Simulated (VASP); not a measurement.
# Zn3In4O (R3m) in VASP: relaxation of cell and atoms with PBE

Aim: the relaxation of cell and atoms of Zn3In4O with PBE.

Program: VASP 6.6.1. These are calculated values, not measurements. Logs are shortened: lines on timing, memory, paths and dates and some standing lists are left out, and cuts for length are marked.

## 1. The cell of the first run

It takes space group R3m (No. 160, trigonal). The conventional cell has a = 8.342 Å, b = 8.342 Å, c = 8.402 Å, α = 90.00°, β = 90.00°, γ = 120.00°. Zn (site symmetry m) has 1 O at 2.03 Å within 2.7 Å. In (site symmetry 3m) has 1 O at 2.21 Å and 3 Zn at 2.97 Å and 3 In at 2.97 Å within 3.0 Å. In (site symmetry m) has 5 Zn at 2.94 to 3.50 Å and 8 In at 2.97 to 3.81 Å and 2 O at 3.60 to 3.88 Å within 3.9 Å. O (site symmetry 3m) has 3 Zn at 2.03 Å and 1 In at 2.21 Å within 2.7 Å.

The cell was generated, and may not be a known phase.

## 2. Relaxation of cell and atoms, PBE

Input file INCAR:

```
SYSTEM = Zn3In4O
PREC = Accurate
ENCUT = 600
EDIFF = 1E-6
ISMEAR = 0
SIGMA = 0.1
LREAL = .False.
LASPH = .True.
NELM = 60
ALGO = Normal
ISIF = 3
LWAVE = .False.
LCHARG = .False.
GGA = PE
IBRION = 2
NSW = 100
EDIFFG = -0.01
```

Input file KPOINTS:

```
regular mesh
0
Gamma
  6 6 6
  0 0 0
```

Input file POSCAR:

```
Zn3In4O
1.0
    4.1710371285      2.4081494089      2.8008214723
   -4.1710371285      2.4081494089      2.8008214723
    0.0000000000     -4.8162988178      2.8008214723
Zn In O
3 4 1
Direct
    0.8481562725      0.2337245524      0.8481562725
    0.8481562725      0.8481562725      0.2337245524
    0.2337245524      0.8481562725      0.8481562725
    0.6175742386      0.6175742386      0.6175742386
    0.3764278559      0.9894867041      0.3764278559
    0.3764278559      0.3764278559      0.9894867041
    0.9894867041      0.3764278559      0.3764278559
    0.8802330581      0.8802330581      0.8802330581
```

Potentials or basis: VASP PAW PBE potentials, release 64 (Zn, In_d, O).

Run with:

```
$ cat potpaw_PBE.64/Zn/POTCAR potpaw_PBE.64/In_d/POTCAR potpaw_PBE.64/O/POTCAR > POTCAR
$ mpirun -np 1 vasp_std > vasp.out
```

OUTCAR:

```text
SYSTEM = Zn3In4O
   PREC = Accurate
   ENCUT = 600
   EDIFF = 1E-6
   ISMEAR = 0
   LREAL = .False.
   LASPH = .True.
   NELM = 60
   ISIF = 3
   GGA = PE
   IBRION = 2
   NSW = 100
   EDIFFG = -0.01

 ion  position               nearest neighbor table
   1  0.848  0.234  0.848-   8 2.03   7 2.94   6 2.94   4 2.97   7 3.00   6 3.00   5 3.50
   2  0.848  0.848  0.234-   8 2.03   7 2.94   5 2.94   4 2.97   7 3.00   5 3.00   6 3.50
   3  0.234  0.848  0.848-   8 2.03   5 2.94   6 2.94   4 2.97   5 3.00   6 3.00   7 3.50
   4  0.618  0.618  0.618-   8 2.21   2 2.97   3 2.97   1 2.97   6 2.97   7 2.97   5 2.97   6 3.63
                             5 3.63   7 3.63
   5  0.376  0.989  0.376-   3 2.94   2 2.94   4 2.97   3 3.00   2 3.00   6 3.23   7 3.23   1 3.50
                             4 3.63   7 3.81   7 3.81   6 3.81   6 3.81
   6  0.376  0.376  0.989-   3 2.94   1 2.94   4 2.97   3 3.00   1 3.00   5 3.23   7 3.23   2 3.50
                             4 3.63   5 3.81   7 3.81   5 3.81   7 3.81
   7  0.989  0.376  0.376-   1 2.94   2 2.94   4 2.97   1 3.00   2 3.00   6 3.23   5 3.23   3 3.50
                             4 3.63   5 3.81   5 3.81   6 3.81   6 3.81
   8  0.880  0.880  0.880-   2 2.03   1 2.03   3 2.03   4 2.21

  LATTYP: Found a trigonal (rhomboedric) cell.
 ALAT       =     5.5714751388
 COS(alpha) =    -0.1209279886

  Lattice vectors:

 A1 = (   4.1710371285,   2.4081494089,   2.8008214723)
 A2 = (  -4.1710371285,   2.4081494089,   2.8008214723)
 A3 = (   0.0000000000,  -4.8162988178,   2.8008214723)

Analysis of symmetry for initial positions (statically):
=====================================================================
 Subroutine PRICEL returns:
 Original cell was already a primitive cell.

 Routine SETGRP: Setting up the symmetry group for a
 trigonal (rhombohedral) supercell.

 Subroutine GETGRP returns: Found  6 space group operations
 (whereof  6 operations were pure point group operations)
 out of a pool of 12 trial point group operations.

The static configuration has the point symmetry C_3v.

Analysis of symmetry for dynamics (positions and initial velocities):
=====================================================================
 Subroutine PRICEL returns:
 Original cell was already a primitive cell.

 Routine SETGRP: Setting up the symmetry group for a
 trigonal (rhombohedral) supercell.

 Subroutine GETGRP returns: Found  6 space group operations
 (whereof  6 operations were pure point group operations)
 out of a pool of 12 trial point group operations.

The dynamic configuration has the point symmetry C_3v.

[... 128 lines left out ...]
   IMIX   =      4    mixing-type and parameters
     AMIX     =   0.40;   BMIX     =  1.00
     AMIX_MAG =   1.60;   BMIX_MAG =  1.00
  volume/ion in A,a.u.               =      21.10       142.39
  Fermi-wavevector in a.u.,A,eV,Ry     =   1.346882  2.545237 24.682191  1.814090
  Thomas-Fermi vector in A             =   2.474677
   LORBIT       =      0    0 simple, 1 ext, 2 COOP (PROOUT), +10 PAW based schemes
   GGA     = PE    functional components
   LHFCALC =     F    Hartree Fock is set to
   AEXX    =    0.0000 exact exchange contribution
   IVDW    =     0    specifies the selected vdW correction
   LEPSILON=     F    determine dielectric tensor
   LRPA    =     F    only Hartree local field effects (RPA)
 conjugate gradient relaxation of ions
 non-spin polarized calculation
 Gauss-broadening in eV      SIGMA  =   0.10
  energy-cutoff  :      600.00
  volume of cell :      168.80
 maximum number of plane-waves:      5676
 NGX is ok and might be reduce to    48
   NGX = 23   NGY = 23   NGZ = 23

--------------------------------------- Ionic step        1  -------------------------------------------

 number of electron      94.0000025 magnetization

 Free energy of the ion-electron system (eV)
  ---------------------------------------------------
  ext. energy  EPLUGINS =         0.00000000
  ---------------------------------------------------
  free energy    TOTEN  =       -19.90658716 eV

  energy without entropy =      -19.89201747  energy(sigma->0) =      -19.89930232

------------------------ aborting loop because EDIFF is reached ----------------------------------------

  FORCE on cell =-STRESS in cart. coord.  units (eV):
  Direction    XX          YY          ZZ          XY          YZ          ZX
  --------------------------------------------------------------------------------------
  -------------------------------------------------------------------------------------
  Total        0.2351293      0.2351293      0.8978119      0.0000000      0.0000000      0.0000000
  in kB        2.2317889      2.2317889      8.5218085      0.0000000      0.0000000      0.0000000
  external PRESSURE =       4.3284621 kB  Pullay stress =       0.0000000 kB
[... 107 lines left out ...]
  FREE ENERGIE OF THE ION-ELECTRON SYSTEM (eV)
  ---------------------------------------------------
  free  energy   TOTEN  =       -19.9125986976 eV

  energy  without entropy=      -19.8981358279  energy(sigma->0) =      -19.90536726

[... ionic steps 4 to 13 ...]

--------------------------------------- Ionic step       14  -------------------------------------------

 number of electron      93.9999992 magnetization

------------------------ aborting loop because EDIFF is reached ----------------------------------------
[... 79 lines left out ...]
--------------------------------------- Ionic step       16  -------------------------------------------

 number of electron      93.9999991 magnetization

 Free energy of the ion-electron system (eV)
  ---------------------------------------------------
  ext. energy  EPLUGINS =         0.00000000
  ---------------------------------------------------
  free energy    TOTEN  =       -19.91983520 eV

  energy without entropy =      -19.90530140  energy(sigma->0) =      -19.91256830

 E-fermi :   5.2739     XC(G=0): -10.2824

 val. band max:        5.2627476419   @ k =  -0.1667   0.1667   0.0000
 cond. band min:       5.3085723530   @ k =   0.3333   0.0000  -0.0000
 fundamental gap:      0.0458247111
 Fermi energy:         5.2739019036

 k-point     1 :       0.0000    0.0000    0.0000
  band No.  band energies     occupation
      1     -13.5975      2.00000
      2      -9.4570      2.00000
      3      -9.4445      2.00000
      4      -9.4445      2.00000
      5      -9.3322      2.00000
      6      -9.3322      2.00000
[... 1405 lines left out ...]
     55      10.3724      0.00000
     56      10.8394      0.00000

 [... further k-points ...]
[... 5 lines left out ...]
  --------------------------------------------------------------------------------------
  -------------------------------------------------------------------------------------
  Total        0.0168593      0.0168593     -0.0092597      0.0000000      0.0000000      0.0000000
  in kB        0.1592352      0.1592352     -0.0874577      0.0000000      0.0000000      0.0000000
  external PRESSURE =       0.0770043 kB  Pullay stress =       0.0000000 kB
[... 23 lines left out ...]
  FREE ENERGIE OF THE ION-ELECTRON SYSTEM (eV)
  ---------------------------------------------------
  free  energy   TOTEN  =       -19.9198352023 eV

  energy  without entropy=      -19.9053013993  energy(sigma->0) =      -19.91256830

 reached required accuracy - stopping structural energy minimisation
```

It took 32 min on 1 thread of Intel Xeon 6975P-C (Granite Rapids), shared host; peak memory 0.54 GiB.

Results:

* Free energy: -19.9198 eV
* Relaxed volume: 21.20 Å³/atom
* Relaxed cell: a = 5.575 Å, b = 5.575 Å, c = 5.575 Å, α = 96.54°, β = 96.54°, γ = 96.54°
* Space group after relaxing (to 0.1 Å): R3m (No. 160)
* Energy gained by relaxing: 1.7 meV/atom
* Ionic steps: 16
* Pressure after relaxing: 0.0 GPa
* Largest force after relaxing: 0.009 eV/Å
* Band gap on the k mesh: zero (bands 47 and 48 overlap by 2.22 eV)

Forces in eV/Å, atoms in the order of the input:
```
Zn  -0.008  0.004  0.002
Zn   0.000 -0.009  0.002
Zn   0.008  0.004  0.002
In   0.000  0.000 -0.001
In  -0.003  0.002 -0.003
In   0.000 -0.004 -0.003
In   0.003  0.002 -0.003
O    0.000  0.000  0.005
```

Step by step:
| step | energy change (eV) | largest force (eV/Å) | pressure (GPa) | volume (Å³) |
| --- | --- | --- | --- | --- |
| 1 | 0.0000 | 0.1250 | 0.43 | 168.80 |
| 2 | -0.0057 | 0.0837 | -0.11 | 170.19 |
| 3 | -0.0060 | 0.0777 | -0.28 | 170.69 |
| 4 | -0.0088 | 0.0774 | -0.17 | 170.27 |
| 5 | -0.0105 | 0.1148 | 0.03 | 169.55 |
| 6 | -0.0120 | 0.0636 | 0.03 | 169.47 |
| 7 | -0.0124 | 0.0316 | 0.04 | 169.42 |
| 8 | -0.0124 | 0.0408 | 0.05 | 169.41 |
| 9 | -0.0129 | 0.0354 | -0.03 | 169.66 |
| 10 | -0.0130 | 0.0306 | -0.07 | 169.87 |
| 11 | -0.0130 | 0.0287 | -0.09 | 169.97 |
| 12 | -0.0132 | 0.0202 | 0.02 | 169.62 |
| 13 | -0.0132 | 0.0155 | 0.01 | 169.69 |
| 14 | -0.0132 | 0.0144 | 0.00 | 169.70 |
| 15 | -0.0132 | 0.0149 | 0.00 | 169.70 |
| 16 | -0.0132 | 0.0089 | 0.01 | 169.63 |

Final structure:
```xyz
8
Lattice="4.1607 2.4022 2.8287 -4.1607 2.4022 2.8287 0.0000 -4.8044 2.8287" Properties=species:S:1:pos:R:3 pbc="T T T"
Zn    2.5360   -1.4641    5.4368
Zn    0.0000    2.9283    5.4368
Zn   -2.5360   -1.4641    5.4368
In    0.0000    0.0000    5.2571
In   -2.5746    1.4865    4.9376
In    0.0000   -2.9729    4.9376
In    2.5746    1.4865    4.9376
O     0.0000    0.0000    7.4940
```

Caveat: spin-orbit coupling is left out, which moves the levels of the heavy elements.

The gap in the log of VASP goes by the Fermi energy; the results here count the filled bands.